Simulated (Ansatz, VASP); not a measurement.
**P: VASP beside Ansatz**

INCAR

```
SYSTEM = P
  PREC = Accurate
  ENCUT = 520
  EDIFF = 1E-6
  ISMEAR = 0
  SIGMA = 0.1
  LREAL = .FALSE.
  LASPH = .TRUE.
  NELM = 80
  ALGO = Normal
  ISIF = 2
  LWAVE = .FALSE.
  LCHARG = .TRUE.
  GGA = PS
  LELF = .TRUE.
  LVHAR = .TRUE.
  NBANDS = 12
```

The input KPOINTS:

```
Automatic mesh
0
G
  6 6 2
  0 0 0
```

Contents of POSCAR:

```
P
1.0
    3.7038205029      0.0000000000      0.0000000000
   -1.8519102515      3.2076026467      0.0000000000
    0.0000000000      0.0000000000      9.6524542491
P
2
Direct
    0.3333333333      0.6666666667      0.2500000000
    0.6666666667      0.3333333333      0.7500000000
```

Input for Ansatz:

```yaml
crystal:
  lattice:
    - [3.7038205029, 0.0, 0.0]
    - [-1.8519102515, 3.2076026467, 0.0]
    - [0.0, 0.0, 9.6524542491]
  atoms:
    - { symbol: P, position: [0.3333333333, 0.6666666667, 0.25] }
    - { symbol: P, position: [0.6666666667, 0.3333333333, 0.75] }
basis:
  ecutwfc: 420
kpoints:
  mp_grid: { grid: [6, 6, 2] }
hamiltonian:
  xc: pbesol
scf:
  occupations: { method: gaussian, width: 0.1 }
output:
  forces: true
  stress: true
  eigenvalues: true
```

Alike in both runs: task single point; functional PBEsol; k mesh 6 × 6 × 2; occupations gaussian, width 0.1 eV; no spin polarisation.

|  | VASP | Ansatz |
| --- | --- | --- |
| version | VASP 6.6.1 | Ansatz 0.2.0 |
| potentials or method | VASP PAW PBE potentials, release 64 (P), cutoff 520 eV | scalar-relativistic, plane waves, PAW |
| valence electrons in the cell | 10 | 10 |

|  | VASP | Ansatz | Ansatz less VASP |
| --- | --- | --- | --- |
| gap on the k mesh at the Fermi level (eV) | none | none | - |
| pressure (GPa) | -7.2 | -7.2 | +0.01 |
| traceless stress, the component that is largest in VASP (GPa) | 6.36 | 6.36 | -0.001 |

VASP's potentials were made for PBE, not for PBEsol. A gap of «none» marks a metal or a gap that the smearing closes.
